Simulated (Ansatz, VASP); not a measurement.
**C: VASP beside Ansatz**

```
C
1.0
     0.00000    1.69113    1.73564
     1.69113    0.00000    1.73564
     1.69113    1.69113    0.00000
C
2
Direct
  0.50000 0.50000 0.50000
  0.75000 0.75000 0.75000
```

Change from the starting cell: strain -0.050 along x and y, -0.025 along z, atoms carried along.

Alike in both runs: task single point; functional r2SCAN; k mesh 12 × 12 × 12; occupations gaussian, width 0.05 eV; no spin polarisation.

|  | VASP | Ansatz |
| --- | --- | --- |
| version | VASP 6.6.1 | Ansatz 0.2.0 |
| potentials or method | VASP PAW PBE potentials, release 64 (C), cutoff 520 eV | scalar-relativistic, plane waves, PAW |
| valence electrons in the cell | 8 | 8 |

|  | VASP | Ansatz | Ansatz less VASP |
| --- | --- | --- | --- |
| gap on the k mesh at the Fermi level (eV) | 4.29 | 4.33 | +0.038 |
| least direct gap on the mesh (eV) | 5.93 | 5.99 | +0.056 |
| pressure (GPa) | 74.4 | 72.7 | -1.74 |
| traceless stress, the component that is largest in VASP (GPa) | -20.18 | -20.23 | -0.047 |

VASP's potentials were made for PBE, not for r2SCAN. Both programs put the cell under a high pressure, so it lies far from rest at this level.

Noted on VASP's run: the cell as given lies far from equilibrium.
